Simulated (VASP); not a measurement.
A run of VASP 6.6.1 is set up as follows.

File INCAR:

```
PREC = Accurate ; ENCUT = 520
EDIFF = 1E-7 ; ISMEAR = 0
SIGMA = 0.0186 ; LREAL = F
LASPH = T ; NELM = 80
ALGO = Normal ; ISIF = 2
LWAVE = F ; LCHARG = T
LELF = T ; LVHAR = T
NBANDS = 42
```

KPOINTS

```
regular mesh
0
Gamma
  3 3 3
```

File POSCAR:

```
Rb2Te6Ir
1.0
    3.6622010000      6.3431180000      0.0000000000
   -3.6622010000      6.3431180000      0.0000000000
    0.0000000000      0.0000000000      5.8797100000
Ir Rb Te
1 2 6
Direct
    0.0000000000      0.0000000000      0.5000000000
    0.6667000000      0.6666000000      0.2033800000
    0.3333000000      0.3334000000      0.7966200000
    0.1565200000      0.1564800000      0.2798000000
    0.6870000000      0.1565200000      0.2798000000
    0.1564800000      0.6870000000      0.2798000000
    0.3130000000      0.8435200000      0.7202000000
    0.8435200000      0.8434800000      0.7202000000
    0.8434800000      0.3130000000      0.7202000000
```

Potentials or basis: VASP PAW LDA potentials, release 64 (Ir, Rb_sv, Te).

The run is started by

```console
$ cat potpaw_LDA.64/Ir/POTCAR potpaw_LDA.64/Rb_sv/POTCAR potpaw_LDA.64/Te/POTCAR > POTCAR
$ mpirun -np 1 vasp_std > vasp.out
```

Predict the band gap on the k mesh.

zero (an odd number of electrons rules out a gap without spin polarisation).

Estimate the pressure.

12.4 GPa.

Estimate the largest force.

5.037 eV/Å.

Forces in eV/Å, atoms in the order of the input:
```
Ir   0.000  0.000  0.000
Rb  -0.001  0.000  0.057
Rb   0.001  0.000 -0.057
Te   0.002  3.990 -3.074
Te  -3.456 -1.994 -3.074
Te   3.455 -1.996 -3.074
Te   3.455  1.996  3.074
Te   0.001 -3.990  3.074
Te  -3.456  1.994  3.074
```

Caveat: the cell stands under pressure; spin-orbit coupling is left out, which moves the levels of the heavy elements; forces of over 1 eV/Å act on the atoms, so gaps and moduli don't describe the material at rest.
